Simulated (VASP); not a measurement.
# BiAs (rocksalt type) (Fm-3m) in VASP: a series of runs, part 2 of 2

VASP 6.6.1. Earlier steps stand in the parts before.

## 4. Single point, PBE (volume scaled by 0.6)

The input, INCAR:

```
PREC = Accurate
ENCUT = 520
EDIFF = 1E-6
ISMEAR = -1
SIGMA = 0.05
LREAL = False
LASPH = True
NELM = 60
ALGO = Normal
ISIF = 2
LWAVE = False
LCHARG = False
GGA = PE
NBANDS = 17
```

The input, KPOINTS:

```
Automatic mesh
0
Gamma
  13 13 13
```

The input, POSCAR:

```
BiAs
1.0
    0.0000000000      2.5441303737      2.5441303737
    2.5441303737      0.0000000000      2.5441303737
    2.5441303737      2.5441303737      0.0000000000
Bi As
1 1
Direct
    0.0000000000      0.0000000000      0.0000000000
    0.5000000000      0.5000000000      0.5000000000
```

Potentials or basis: VASP PAW PBE potentials, release 64 (Bi_d, As).

On the command line:

```
$ cat potpaw_PBE.64/Bi_d/POTCAR potpaw_PBE.64/As/POTCAR > POTCAR
$ mpirun -np 1 vasp_std > vasp.out
```

OUTCAR:

```text
PREC = Accurate
   ENCUT = 520
   EDIFF = 1E-6
   ISMEAR = -1
   LREAL = False
   LASPH = True
   NELM = 60
   ISIF = 2
   GGA = PE

 ion  position               nearest neighbor table
   1  0.000  0.000  0.000-   2 2.54   2 2.54   2 2.54   2 2.54   2 2.54   2 2.54
   2  0.500  0.500  0.500-   1 2.54   1 2.54   1 2.54   1 2.54   1 2.54   1 2.54

  LATTYP: Found a face centered cubic cell.
 ALAT       =     5.0882607474

  Lattice vectors:

 A1 = (   0.0000000000,   2.5441303737,   2.5441303737)
 A2 = (   2.5441303737,   0.0000000000,   2.5441303737)
 A3 = (   2.5441303737,   2.5441303737,   0.0000000000)

Analysis of symmetry for initial positions (statically):
=====================================================================
 Subroutine PRICEL returns:
 Original cell was already a primitive cell.

 Routine SETGRP: Setting up the symmetry group for a
 face centered cubic supercell.

 Subroutine GETGRP returns: Found 48 space group operations
 (whereof 48 operations were pure point group operations)
 out of a pool of 48 trial point group operations.

The static configuration has the point symmetry O_h .

Analysis of symmetry for dynamics (positions and initial velocities):
=====================================================================
 Subroutine PRICEL returns:
 Original cell was already a primitive cell.

 Routine SETGRP: Setting up the symmetry group for a
 face centered cubic supercell.

 Subroutine GETGRP returns: Found 48 space group operations
 (whereof 48 operations were pure point group operations)
 out of a pool of 48 trial point group operations.

The dynamic configuration has the point symmetry O_h .

 Subroutine INISYM returns: Found 48 space group operations
 (whereof 48 operations are pure point group operations),
 and found     1 'primitive' translations

----------------------------------------------------------------------------------------

                                     Primitive cell

  volume of cell :      32.9343

  direct lattice vectors                    reciprocal lattice vectors
     0.000000000  2.544130374  2.544130374    -0.196530809  0.196530809  0.196530809
     2.544130374  0.000000000  2.544130374     0.196530809 -0.196530809  0.196530809
     2.544130374  2.544130374  0.000000000     0.196530809  0.196530809 -0.196530809

  length of vectors
     3.597943679  3.597943679  3.597943679     0.340401346  0.340401346  0.340401346

  position of ions in fractional coordinates (direct lattice)
     0.000000000  0.000000000  0.000000000
     0.500000000  0.500000000  0.500000000

  ion indices of the primitive-cell ions
   primitive index   ion index
                 1           1
                 2           2

----------------------------------------------------------------------------------------

 KPOINTS: Automatic mesh

Automatic generation of k-mesh.
 Grid dimensions read from file:
 generate k-points for:   13   13   13

 Generating k-lattice:

  Cartesian coordinates                     Fractional coordinates (reciprocal lattice)
    -0.015117755  0.015117755  0.015117755     0.076923077  0.000000000  0.000000000
     0.015117755 -0.015117755  0.015117755     0.000000000  0.076923077  0.000000000
     0.015117755  0.015117755 -0.015117755     0.000000000  0.000000000  0.076923077

  Length of vectors
     0.026184719  0.026184719  0.026184719

  Shift w.r.t. Gamma in fractional coordinates (k-lattice)
     0.000000000  0.000000000  0.000000000

 Subroutine IBZKPT returns following result:
 ===========================================

 Found     84 irreducible k-points:

 Following reciprocal coordinates:
            Coordinates               Weight
  0.000000  0.000000  0.000000      1.000000
  0.076923  0.000000  0.000000      8.000000
  0.153846  0.000000  0.000000      8.000000
  0.230769  0.000000  0.000000      8.000000
  0.307692  0.000000  0.000000      8.000000
  0.384615  0.000000  0.000000      8.000000
[... 16 lines left out ...]
  0.384615  0.153846  0.000000     24.000000
  0.461538  0.153846  0.000000     24.000000
 [... further k-points ...]
   k-points           NKPTS =     84   k-points in BZ     NKDIM =     84   number of bands    NBANDS=     17
   number of dos      NEDOS =    301   number of ions     NIONS =      2
   total plane-waves  NPLWV =  21952
   dimension x,y,z NGX =    28 NGY =   28 NGZ =   28
   dimension x,y,z NGXF=    56 NGYF=   56 NGZF=   56
   ions per type =               1   1
   NGX,Y,Z   is equivalent  to a cutoff of  12.94, 12.94, 12.94 a.u.
   NGXF,Y,Z  is equivalent  to a cutoff of  25.88, 25.88, 25.88 a.u.
 SYSTEM =  unknown system
   PREC   = accura    normal or accurate (medium, high low for compatibility)
   ISTART =      0    job   : 0-new  1-cont  2-samecut
   ICHARG =      2    charge: 1-file 2-atom 10-const
   ISPIN  =      1    spin polarized calculation?
   LNONCOLLINEAR =      F non collinear calculations
   LSORBIT =      F    spin-orbit coupling
   LASPH  =      T    aspherical Exc in radial PAW
   ENCUT  =  520.0 eV  38.22 Ry    6.18 a.u.   6.69  6.69  6.69*2*pi/ulx,y,z
   NELM   =     60;   NELMIN=  2; NELMDL= -5     # of ELM steps
   EDIFF  = 0.1E-05   stopping-criterion for ELM
   LREAL  =      F    real-space projection
   EDIFFG = 0.1E-04   stopping-criterion for IOM
   NSW    =      0    number of steps for IOM
   IBRION =     -1    ionic relax: 0-MD 1-quasi-New 2-CG
   NFREE  =      0    steps in history (QN), initial steepest desc. (CG)
   ISIF   =      2    stress and relaxation
   ISYM   =      2    0-nonsym 1-usesym 2-fastsym
   POTIM  = 0.5000    time-step for ionic-motion
   TEBEG  =    0.0;   TEEND  =   0.0 temperature during run
   PSTRESS=    0.0 pullay stress
   NELECT =      20.0000    total number of electrons
   NUPDOWN=      -1.0000    fix difference up-down
   EMIN   =  10.00;   EMAX   =-10.00  energy-range for DOS
   EFERMI =   0.00;   METHOD = LEGACY
   ISMEAR =    -1;   SIGMA  =   0.05  broadening in eV -4-tet -1-fermi 0-gaus
   EFERMI_NEDOS =   21; number of points for ismear=-14 and -15
   IALGO  =     38    algorithm
   IMIX   =      4    mixing-type and parameters
     AMIX     =   0.40;   BMIX     =  1.00
     AMIX_MAG =   1.60;   BMIX_MAG =  1.00
  volume/ion in A,a.u.               =      16.47       111.13
  Fermi-wavevector in a.u.,A,eV,Ry     =   1.386337  2.619797 26.149447  1.921930
  Thomas-Fermi vector in A             =   2.510662
   LORBIT       =      0    0 simple, 1 ext, 2 COOP (PROOUT), +10 PAW based schemes
   GGA     = PE    functional components
   LHFCALC =     F    Hartree Fock is set to
   AEXX    =    0.0000 exact exchange contribution
   IVDW    =     0    specifies the selected vdW correction
   LEPSILON=     F    determine dielectric tensor
   LRPA    =     F    only Hartree local field effects (RPA)
 non-spin polarized calculation
  energy-cutoff  :      520.00
  volume of cell :       32.93
 maximum number of plane-waves:       905
   NGX = 13   NGY = 13   NGZ = 13

 number of electron      19.9999993 magnetization

 Free energy of the ion-electron system (eV)
  ---------------------------------------------------
  ext. energy  EPLUGINS =         0.00000000
  ---------------------------------------------------
  free energy    TOTEN  =        -4.22080675 eV

  energy without entropy =       -4.21631661  energy(sigma->0) =       -4.21856168

 E-fermi :  14.0415     XC(G=0): -12.4376

 val. band max:       13.9997193487   @ k =  -0.3077   0.0769   0.0000
 cond. band min:      14.0643591562   @ k =   0.1538   0.0769   0.0000
 fundamental gap:      0.0646398075
 Fermi energy:        14.0415055363

 k-point     1 :       0.0000    0.0000    0.0000
  band No.  band energies     occupation
      1     -10.2064      2.00000
      2     -10.2064      2.00000
      3     -10.1743      2.00000
      4     -10.1743      2.00000
      5     -10.1743      2.00000
      6      -5.1333      2.00000
[... 9 lines left out ...]
     16      19.2371      0.00000
     17      19.4831      0.00000

 k-point     2 :       0.0769    0.0000    0.0000
  band No.  band energies     occupation
      1     -10.2107      2.00000
      2     -10.2107      2.00000
      3     -10.1742      2.00000
      4     -10.1688      2.00000
      5     -10.1688      2.00000
      6      -5.0241      2.00000
[... 9 lines left out ...]
     16      19.4759      0.00000
     17      20.9658      0.00000
[... 421 lines left out ...]
 k-point    24 :       0.4615    0.1538    0.0000
  band No.  band energies     occupation
      1     -10.3442      2.00000
      2     -10.2551      2.00000
      3     -10.1734      2.00000
      4     -10.0840      2.00000
      5     -10.0467      2.00000
      6      -1.6231      2.00000
[... 9 lines left out ...]
     16      25.5879      0.00000
     17      26.4205      0.00000

 [... further k-points ...]
[... 5 lines left out ...]
  --------------------------------------------------------------------------------------
  -------------------------------------------------------------------------------------
  Total       20.3272438     20.3272438     20.3272438      0.0000000      0.0000000      0.0000000
  in kB      988.8740820    988.8740820    988.8740820      0.0000000      0.0000000      0.0000000
  external PRESSURE =     988.8740820 kB  Pullay stress =       0.0000000 kB

 VOLUME and BASIS-vectors are now :
 -----------------------------------------------------------------------------
  energy-cutoff  :      520.00
  volume of cell :       32.93
      direct lattice vectors                 reciprocal lattice vectors
     0.000000000  2.544130374  2.544130374    -0.196530809  0.196530809  0.196530809
     2.544130374  0.000000000  2.544130374     0.196530809 -0.196530809  0.196530809
     2.544130374  2.544130374  0.000000000     0.196530809  0.196530809 -0.196530809

 POSITION                                       TOTAL-FORCE (eV/Angst)
 -----------------------------------------------------------------------------------
      0.00000      0.00000      0.00000         0.000000      0.000000      0.000000
      2.54413      2.54413      2.54413        -0.000000     -0.000000     -0.000000
 -----------------------------------------------------------------------------------
    total drift:                               -0.000000      0.000000      0.000000

  FREE ENERGIE OF THE ION-ELECTRON SYSTEM (eV)
  ---------------------------------------------------
  free  energy   TOTEN  =        -4.2208067482 eV

  energy  without entropy=       -4.2163166091  energy(sigma->0) =       -4.21856168
```

stdout:

```text
POSCAR found type information on POSCAR BiAs
 POSCAR found :  2 types and       2 ions
 scaLAPACK will be used
 LDA part: xc-table for (Slater+PW92), standard interpolation
 POSCAR, INCAR and KPOINTS ok, starting setup
 FFT: planning ... GRIDC
 FFT: planning ... GRID_SOFT
 FFT: planning ... GRID
 WAVECAR not read
 entering main loop
```

It took 50 s on 1 thread of AMD EPYC 7R43 (Zen 3), shared host; peak memory 0.15 GiB.

What came out:

```yaml
Free_energy: -4.2208 eV
Pressure: 98.9 GPa
Band_gap_on_the_k_mesh: zero (band 10 reaches 14.84 eV, above the bottom of band 11 at 13.35 eV)
```

Levels at points of the mesh, in eV from the Fermi level:
```tsv
k point	band 6	band 7	band 8	band 9	band 10	band 11	band 12	band 13	band 14	band 15
(0.00, 0.00, 0.00)	-19.17	-3.22	-3.22	-3.22	-3.03	5.12	5.12	5.12	5.20	5.20
```

Caveat: spin-orbit coupling is left out, which moves the levels of the heavy elements.

## 5. Summary

```tsv
cell	gap on the mesh (eV)	pressure (GPa)
a = 3.143 Å, angles 60.0°, 2 atoms	none	433.4
a = 3.386 Å, angles 60.0°, 2 atoms	none	200.8
a = 3.598 Å, angles 60.0°, 2 atoms	none	98.9
```

Alike in all rows: task single point; level PBE; potentials or basis VASP PAW PBE potentials, release 64 (Bi_d, As); no spin polarisation; k mesh 13 × 13 × 13; cutoff (eV) 520; smearing fermi-dirac 0.05 eV.

Caveats: spin-orbit coupling is left out, which moves the levels of the heavy elements.

Absolute energies hang on the potentials; compare differences alone.
